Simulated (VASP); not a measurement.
# Ba2CuHO6 (I4/m) in VASP: single point with PBE

Aim: the single point of Ba2CuHO6 with PBE.

Everything below comes from runs of VASP 6.6.1. Logs are shortened: lines on timing, memory, paths and dates and some standing lists are left out, and cuts for length are marked.

## (1) The cell of the first run

It takes space group I4/m (No. 87, tetragonal). The conventional cell has a = 5.475 Å, b = 5.475 Å, c = 8.498 Å, α = 90.00°, β = 90.00°, γ = 90.00°. Within 3.6 Å of Ba (site symmetry -4) lie 12 O at 2.75 to 2.96 Å and 4 Cu at 3.47 Å and 4 H at 3.47 Å. Cu (site symmetry 4/m) has 6 O at 1.98 to 2.38 Å within 2.6 Å. H (site symmetry 4/m) has 6 O at 1.87 to 1.90 Å within 2.5 Å. Within 2.5 Å of O (site symmetry m) lie 1 H at 1.90 Å and 1 Cu at 1.98 Å. Within 2.5 Å of O (site symmetry 4) lie 1 H at 1.87 Å and 1 Cu at 2.38 Å.

## (2) Single point, PBE

File POSCAR:

```
Ba2CuHO6
1.0
    0.0000000000      5.4750240000      0.0000000000
    5.4750240000      0.0000000000      0.0000000000
    2.7375120000      2.7375120000     -4.2489440000
Ba Cu H O
2 1 1 6
Direct
    0.7500000000      0.2500000000      0.5000000000
    0.2500000000      0.7500000000      0.5000000000
    0.0000000000      0.0000000000      0.0000000000
    0.5000000000      0.5000000000      0.0000000000
    0.2380000000      0.2720000000      0.0000000000
    0.2720000000      0.7620000000      0.0000000000
    0.7620000000      0.7280000000      0.0000000000
    0.7280000000      0.2380000000      0.0000000000
    0.2800000000      0.2800000000      0.4400000000
    0.7200000000      0.7200000000      0.5600000000
```

File INCAR.step1:

```
  PREC = Accurate
  ENCUT = 520
  EDIFF = 1E-6
  ISMEAR = -1
  SIGMA = 0.1
  LREAL = F
  LASPH = T
  NELM = 80
  ALGO = Normal
  ISIF = 2
  LWAVE = F
  LCHARG = T
  LMAXMIX = 4
  GGA = PE
  NBANDS = 45
```

File KPOINTS.step1:

```
regular mesh
0
Gamma
  6 6 6
```

File INCAR.step2:

```
  PREC = Accurate
  ENCUT = 520
  EDIFF = 1E-6
  ISMEAR = -5
  SIGMA = 0.1
  LREAL = F
  LASPH = T
  NELM = 80
  ALGO = Normal
  ISIF = 2
  LWAVE = F
  LCHARG = F
  LMAXMIX = 4
  GGA = PE
  LORBIT = 10
  NEDOS = 1001
  ICHARG = 11
```

File KPOINTS.step2:

```
regular mesh
0
Gamma
  9 9 9
```

Potentials or basis: VASP PAW PBE potentials, release 64 (Ba_sv, Cu, H, O).

Run with:

```bash
$ cat potpaw_PBE.64/Ba_sv/POTCAR potpaw_PBE.64/Cu/POTCAR potpaw_PBE.64/H/POTCAR potpaw_PBE.64/O/POTCAR > POTCAR
$ cp INCAR.step1 INCAR
$ cp KPOINTS.step1 KPOINTS
$ mpirun -np 1 vasp_std > vasp.out
$ cp INCAR.step2 INCAR
$ cp KPOINTS.step2 KPOINTS
$ mpirun -np 1 vasp_std > vasp.out
```

OUTCAR:

```text
PREC = Accurate
   ENCUT = 520
   EDIFF = 1E-6
   ISMEAR = -5
   LREAL = F
   LASPH = T
   NELM = 80
   ISIF = 2
   GGA = PE
   LORBIT = 10
   ICHARG = 11

 ion  position               nearest neighbor table
   1  0.750  0.250  0.500-   9 2.75   9 2.75  10 2.75  10 2.75   8 2.79   5 2.79   7 2.79   6 2.79
                             7 2.96   8 2.96   6 2.96   5 2.96   3 3.47   3 3.47   3 3.47   3 3.47
   2  0.250  0.750  0.500-   9 2.75   9 2.75  10 2.75  10 2.75   7 2.79   6 2.79   8 2.79   5 2.79
                             5 2.96   6 2.96   7 2.96   8 2.96   3 3.47   3 3.47   3 3.47   3 3.47
   3  0.000  0.000  0.000-   5 1.98   6 1.98   7 1.98   8 1.98  10 2.38   9 2.38   1 3.47   2 3.47
                             1 3.47   2 3.47   2 3.47   1 3.47   2 3.47   1 3.47
   4  0.500  0.500  0.000-
   5  0.238  0.272  0.000-   3 1.98   1 2.79   2 2.79   2 2.96   1 2.96
   6  0.272  0.762  0.000-   3 1.98   2 2.79   1 2.79   2 2.96   1 2.96
   7  0.762  0.728  0.000-   3 1.98   1 2.79   2 2.79   1 2.96   2 2.96
   8  0.728  0.238  0.000-   3 1.98   2 2.79   1 2.79   1 2.96   2 2.96
   9  0.280  0.280  0.440-   3 2.38   1 2.75   2 2.75   2 2.75   1 2.75
  10  0.720  0.720  0.560-   3 2.38   1 2.75   1 2.75   2 2.75   2 2.75

  LATTYP: Found a body centered tetragonal cell.
 ALAT       =     5.4750240000
 C/A-ratio  =     1.5521188583

  Lattice vectors:

 A1 = (  -2.7375120000,   2.7375120000,   4.2489440000)
 A2 = (   2.7375120000,  -2.7375120000,   4.2489440000)
 A3 = (   2.7375120000,   2.7375120000,  -4.2489440000)

Analysis of symmetry for initial positions (statically):
=====================================================================
 Subroutine PRICEL returns:
 Original cell was already a primitive cell.

 Routine SETGRP: Setting up the symmetry group for a
 body centered tetragonal supercell.

 Subroutine GETGRP returns: Found  8 space group operations
 (whereof  8 operations were pure point group operations)
 out of a pool of 16 trial point group operations.

The static configuration has the point symmetry C_4h.

Analysis of symmetry for dynamics (positions and initial velocities):
=====================================================================
 Subroutine PRICEL returns:
 Original cell was already a primitive cell.

 Routine SETGRP: Setting up the symmetry group for a
 body centered tetragonal supercell.

 Subroutine GETGRP returns: Found  8 space group operations
 (whereof  8 operations were pure point group operations)
 out of a pool of 16 trial point group operations.

The dynamic configuration has the point symmetry C_4h.

 Subroutine INISYM returns: Found  8 space group operations
 (whereof  8 operations are pure point group operations),
 and found     1 'primitive' translations

----------------------------------------------------------------------------------------

                                     Primitive cell

  volume of cell :     127.3659

  direct lattice vectors                    reciprocal lattice vectors
     0.000000000  5.475024000  0.000000000     0.000000000  0.182647601  0.117676298
     5.475024000  0.000000000  0.000000000     0.182647601  0.000000000  0.117676298
     2.737512000  2.737512000 -4.248944000     0.000000000  0.000000000 -0.235352596

  length of vectors
     5.475024000  5.475024000  5.748170928     0.217273692  0.217273692  0.235352596

  position of ions in fractional coordinates (direct lattice)
     0.750000000  0.250000000  0.500000000
     0.250000000  0.750000000  0.500000000
     0.000000000  0.000000000  0.000000000
     0.500000000  0.500000000  0.000000000
     0.238000000  0.272000000  0.000000000
     0.272000000  0.762000000  0.000000000
     0.762000000  0.728000000  0.000000000
     0.728000000  0.238000000  0.000000000
     0.280000000  0.280000000  0.440000000
     0.720000000  0.720000000  0.560000000

  ion indices of the primitive-cell ions
   primitive index   ion index
                 1           1
                 2           2
                 3           3
                 4           4
                 5           5
                 6           6
                 7           7
                 8           8
                 9           9
                10          10

----------------------------------------------------------------------------------------

 KPOINTS: regular mesh

Automatic generation of k-mesh.
 Grid dimensions read from file:
 generate k-points for:    9    9    9

 Generating k-lattice:

  Cartesian coordinates                     Fractional coordinates (reciprocal lattice)
     0.000000000  0.020294178  0.013075144     0.111111111  0.000000000 -0.000000000
     0.020294178  0.000000000  0.013075144     0.000000000  0.111111111 -0.000000000
     0.000000000  0.000000000 -0.026150288     0.000000000  0.000000000  0.111111111

  Length of vectors
     0.024141521  0.024141521  0.026150288

  Shift w.r.t. Gamma in fractional coordinates (k-lattice)
     0.000000000  0.000000000  0.000000000

 TETIRR: Found   1776 inequivalent tetrahedra from     4374

 Subroutine IBZKPT returns following result:
 ===========================================

 Found    105 irreducible k-points:

 Following reciprocal coordinates:
            Coordinates               Weight
  0.000000  0.000000  0.000000      1.000000
  0.111111  0.000000 -0.000000      8.000000
  0.222222  0.000000 -0.000000      8.000000
  0.333333  0.000000 -0.000000      8.000000
  0.444444  0.000000 -0.000000      8.000000
  0.111111  0.111111 -0.000000      8.000000
[... 16 lines left out ...]
  0.444444  0.222222 -0.000000      8.000000
 -0.222222 -0.444444  0.000000      8.000000
 [... further k-points ...]
   k-points           NKPTS =    105   k-points in BZ     NKDIM =    105   number of bands    NBANDS=     40
   number of dos      NEDOS =   1001   number of ions     NIONS =     10
   total plane-waves  NPLWV =  84672
   dimension x,y,z NGX =    42 NGY =   42 NGZ =   48
   dimension x,y,z NGXF=    84 NGYF=   84 NGZF=   96
   ions per type =               2   1   1   6
   NGX,Y,Z   is equivalent  to a cutoff of  12.75, 12.75, 13.88 a.u.
   NGXF,Y,Z  is equivalent  to a cutoff of  25.51, 25.51, 27.76 a.u.
 SYSTEM =  unknown system
   PREC   = accura    normal or accurate (medium, high low for compatibility)
   ISTART =      0    job   : 0-new  1-cont  2-samecut
   ICHARG =     11    charge: 1-file 2-atom 10-const
   ISPIN  =      1    spin polarized calculation?
   LNONCOLLINEAR =      F non collinear calculations
   LSORBIT =      F    spin-orbit coupling
   LASPH  =      T    aspherical Exc in radial PAW
   ENCUT  =  520.0 eV  38.22 Ry    6.18 a.u.  10.18 10.18 10.69*2*pi/ulx,y,z
   NELM   =     80;   NELMIN=  2; NELMDL=  0     # of ELM steps
   EDIFF  = 0.1E-05   stopping-criterion for ELM
   LREAL  =      F    real-space projection
   EDIFFG = 0.1E-04   stopping-criterion for IOM
   NSW    =      0    number of steps for IOM
   IBRION =     -1    ionic relax: 0-MD 1-quasi-New 2-CG
   NFREE  =      0    steps in history (QN), initial steepest desc. (CG)
   ISIF   =      2    stress and relaxation
   ISYM   =      2    0-nonsym 1-usesym 2-fastsym
   POTIM  = 0.5000    time-step for ionic-motion
   TEBEG  =    0.0;   TEEND  =   0.0 temperature during run
   PSTRESS=    0.0 pullay stress
   NELECT =      68.0000    total number of electrons
   NUPDOWN=      -1.0000    fix difference up-down
   EMIN   =  10.00;   EMAX   =-10.00  energy-range for DOS
   EFERMI =   0.00;   METHOD = LEGACY
   ISMEAR =    -5;   SIGMA  =   0.10  broadening in eV -4-tet -1-fermi 0-gaus
   EFERMI_NEDOS =   21; number of points for ismear=-14 and -15
   IALGO  =     38    algorithm
   IMIX   =      4    mixing-type and parameters
     AMIX     =   0.40;   BMIX     =  1.00
     AMIX_MAG =   1.60;   BMIX_MAG =  1.00
  volume/ion in A,a.u.               =      12.74        85.95
  Fermi-wavevector in a.u.,A,eV,Ry     =   1.328088  2.509722 23.998189  1.763817
  Thomas-Fermi vector in A             =   2.457352
   LORBIT       =     10    0 simple, 1 ext, 2 COOP (PROOUT), +10 PAW based schemes
   GGA     = PE    functional components
   LHFCALC =     F    Hartree Fock is set to
   AEXX    =    0.0000 exact exchange contribution
   IVDW    =     0    specifies the selected vdW correction
   LEPSILON=     F    determine dielectric tensor
   LRPA    =     F    only Hartree local field effects (RPA)
 non-spin polarized calculation
 Fermi weights with tetrahedron method with Bloechl corrections
  energy-cutoff  :      520.00
  volume of cell :      127.37
 maximum number of plane-waves:      3448
 NGX is ok and might be reduce to    42

 number of electron      68.0000008 magnetization

 Free energy of the ion-electron system (eV)
  ---------------------------------------------------
  ext. energy  EPLUGINS =         0.00000000
  ---------------------------------------------------
  free energy    TOTEN  =       -47.54250269 eV

  energy without entropy =      -47.54250269  energy(sigma->0) =      -47.54250269

 E-fermi :   1.4953     XC(G=0): -10.7207

 val. band max:        1.5290184067   @ k =  -0.1111   0.1111   0.0000
 cond. band min:       1.4961015631   @ k =  -0.4444   0.2222   0.0000
 fundamental gap:     -0.0329168437
 Fermi energy:         1.4953457863

 k-point     1 :       0.0000    0.0000    0.0000
  band No.  band energies     occupation
      1     -22.8340      2.00000
      2     -22.5463      2.00000
      3     -15.3886      2.00000
      4     -14.5955      2.00000
      5     -14.5955      2.00000
      6     -14.3411      2.00000
[... 32 lines left out ...]
     39       6.7245      0.00000
[... 988 lines left out ...]
     39       9.0498      0.00000
     40       9.4130      0.00000

 [... further k-points ...]
[... 5 lines left out ...]
  --------------------------------------------------------------------------------------
  -------------------------------------------------------------------------------------
  Total       -0.0600892     -0.0600892     -3.7349857     -0.0000002     -0.0000000     -0.0000000
  in kB       -0.7558816     -0.7558816    -46.9836182     -0.0000020     -0.0000000     -0.0000000
  external PRESSURE =     -16.1651271 kB  Pullay stress =       0.0000000 kB

 VOLUME and BASIS-vectors are now :
 -----------------------------------------------------------------------------
  energy-cutoff  :      520.00
  volume of cell :      127.37
      direct lattice vectors                 reciprocal lattice vectors
     0.000000000  5.475024000  0.000000000     0.000000000  0.182647601  0.117676298
     5.475024000  0.000000000  0.000000000     0.182647601  0.000000000  0.117676298
     2.737512000  2.737512000 -4.248944000     0.000000000  0.000000000 -0.235352596

 POSITION                                       TOTAL-FORCE (eV/Angst)
 -----------------------------------------------------------------------------------
      2.73751      5.47502     -2.12447         0.000000     -0.000000      0.000000
      5.47502      2.73751     -2.12447        -0.000000     -0.000000      0.000000
      0.00000      0.00000      0.00000        -0.000000     -0.000000      0.000000
      2.73751      2.73751      0.00000         0.000000     -0.000000      0.000000
      1.48921      1.30306      0.00000        -0.940984     -0.502854      0.000000
      4.17197      1.48921      0.00000         0.502854     -0.940984      0.000000
      3.98582      4.17197      0.00000         0.940984      0.502854     -0.000000
      1.30306      3.98582      0.00000        -0.502854      0.940984      0.000000
      2.73751      2.73751     -1.86954         0.000000     -0.000000     -0.550776
      5.47502      5.47502     -2.37941         0.000000     -0.000000      0.550776
 -----------------------------------------------------------------------------------
    total drift:                                0.000000      0.000000      0.000000

  FREE ENERGIE OF THE ION-ELECTRON SYSTEM (eV)
  ---------------------------------------------------
  free  energy   TOTEN  =       -47.5425026900 eV

  energy  without entropy=      -47.5425026900  energy(sigma->0) =      -47.54250269

 total charge

# of ion       s       p       d       tot
------------------------------------------
    1        2.008   5.637   0.314   7.959
    2        2.008   5.637   0.314   7.959
    3        0.381   0.422   8.969   9.773
    4        0.243   0.014   0.000   0.257
    5        1.596   3.215   0.000   4.811
    6        1.596   3.215   0.000   4.811
    7        1.596   3.215   0.000   4.811
    8        1.596   3.215   0.000   4.811
    9        1.596   3.220   0.000   4.816
   10        1.596   3.220   0.000   4.816
--------------------------------------------------
tot         14.215  31.010   9.597  54.822
```

Run time: 29 min. Hardware: 1 thread of Intel Xeon 8259CL, shared host; peak memory 0.62 GiB.

Results:

| Property | Result |
| --- | --- |
| Valence electrons inside the program's atomic spheres | Ba 7.96; Cu 9.77; H 0.26; O 4.81, 4.82 (each value once) |

Caveat: spin-orbit coupling is left out, which moves the levels of the heavy elements; semilocal functionals often make such compounds metallic where correlation or magnetic order opens a gap, which also shifts bond lengths.
